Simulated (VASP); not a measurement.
Runs of VASP 6.6.1 on RbCl. Symmetry: Fm-3m, No. 225, cubic system. The conventional cell has a = 6.612 Å, b = 6.612 Å, c = 6.612 Å, α = 90.00°, β = 90.00°, γ = 90.00°. Rb (site symmetry m-3m) has 6 Cl at 3.31 Å within 4.3 Å. Cl (site symmetry m-3m) has 6 Rb at 3.31 Å within 4.3 Å. 

```tsv
level	k mesh	cutoff (eV)	grid for exact exchange (PRECFOCK)	gap on the mesh (eV)	pressure (GPa)
PBE	6 × 6 × 6	500	-	4.95	0.6
r2SCAN	4 × 4 × 4	550	-	(a)	0.0
PBE0	4 × 4 × 4	400	Normal	7.00	0.3
PBE	4 × 4 × 4	500	-	4.95	0.6
```

Alike in all rows: task single point; potentials or basis VASP PAW PBE potentials, release 64 (Rb_sv, Cl); no spin polarisation; cell as given; smearing gaussian 0.01 eV.

Q: Estimate the missing entries.

A: (a) 5.56.

Caveats: the PAW data sets were made with another functional, which shifts forces and pressure a little (some runs).

A k mesh can miss the band edges, and the runs leave out spin-orbit coupling on Rb.
